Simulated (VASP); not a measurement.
WC (Qusongite):

```
W C
1.0
     2.92575    0.00000    0.00000
    -1.46287    2.53377    0.00000
     0.00000    0.00000    2.85539
W C
1 1
Direct
  0.00000 0.00000 0.00000
  0.66667 0.33333 0.50000
```

Base run:

```yaml
Program: VASP 6.6.1
Functional: revPBE
Potentials_or_basis: VASP PAW PBE potentials, release 64 (W_sv, C)
Cutoff: 520 eV
k_mesh: 10 × 10 × 9
Occupations: fermi-dirac, width 0.05 eV
Spin: no spin polarisation
```

Its results: band gap on the k mesh zero (band 9 reaches 11.51 eV, above the bottom of band 10 at 10.35 eV); pressure 1.9 GPa.

Problem. The run is repeated on the same cell with these changes: functional from revPBE to r2SCAN. What comes out?

Solution. Band gap on the k mesh zero (band 9 reaches 11.37 eV, above the bottom of band 10 at 10.18 eV); pressure -4.7 GPa.

Caveats: the PAW data sets were made with another functional, which shifts forces and pressure a little; spin-orbit coupling is left out, which moves the levels of the heavy elements.
